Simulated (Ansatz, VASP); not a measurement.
Two plane-wave programs on Au

Contents of INCAR:

```
PREC = Accurate ; ENCUT = 520
EDIFF = 1E-6 ; ISMEAR = -1
SIGMA = 0.1 ; LREAL = False
LASPH = True ; NELM = 80
ALGO = Normal ; ISIF = 2
LWAVE = False ; LCHARG = True
GGA = RE ; LELF = True
LVHAR = True ; NBANDS = 12
```

The input KPOINTS:

```
regular mesh
0
Gamma
  21 21 21
```

File POSCAR:

```
Au
1.0
    0.0000000000      2.1202888592      2.1202888592
    2.1202888592      0.0000000000      2.1202888592
    2.1202888592      2.1202888592      0.0000000000
Au
1
Direct
    0.0000000000      0.0000000000      0.0000000000
```

Input for Ansatz:

```yaml
crystal:
  lattice:
    - [0.0, 2.1202888592, 2.1202888592]
    - [2.1202888592, 0.0, 2.1202888592]
    - [2.1202888592, 2.1202888592, 0.0]
  atoms:
    - { symbol: Au, position: [0.0, 0.0, 0.0] }
hamiltonian:
  xc: revpbe
  pseudopotentials:
    kind: paw
    azcp:
      Au: "pseudopotentials/Au.paw.azcp"
basis:
  ecutwfc: 420
  fft_grid_basis: typed
kpoints:
  mp_grid: { grid: [21, 21, 21], shift: [0, 0, 0] }
magnetization:
  spin_polarized: false
scf:
  occupations: { method: fermi_dirac, width: 0.1 }
output:
  stress: true
```

Alike in both runs: task single point; functional revPBE; k mesh 21 × 21 × 21; occupations fermi-dirac, width 0.1 eV; no spin polarisation.

```csv
,VASP,Ansatz
version,VASP 6.6.1,Ansatz 0.2.0
potentials or method,"VASP PAW PBE potentials, release 64 (Au), cutoff 520 eV","plane waves (420 eV) with PAW, scalar-relativistic"
valence electrons in the cell,11,19
```

```tsv
	VASP	Ansatz	Ansatz less VASP
pressure (GPa)	-4.5	-4.3	+0.16
```

VASP's potentials were made for PBE, not for revPBE. With one functional, cell and mesh, what is left measures potentials, basis and numerics. VASP's potentials hold 11 valence electrons a cell and Ansatz's 19, so a difference there can come from the potentials and not from the codes.

Spin-orbit coupling is off throughout.
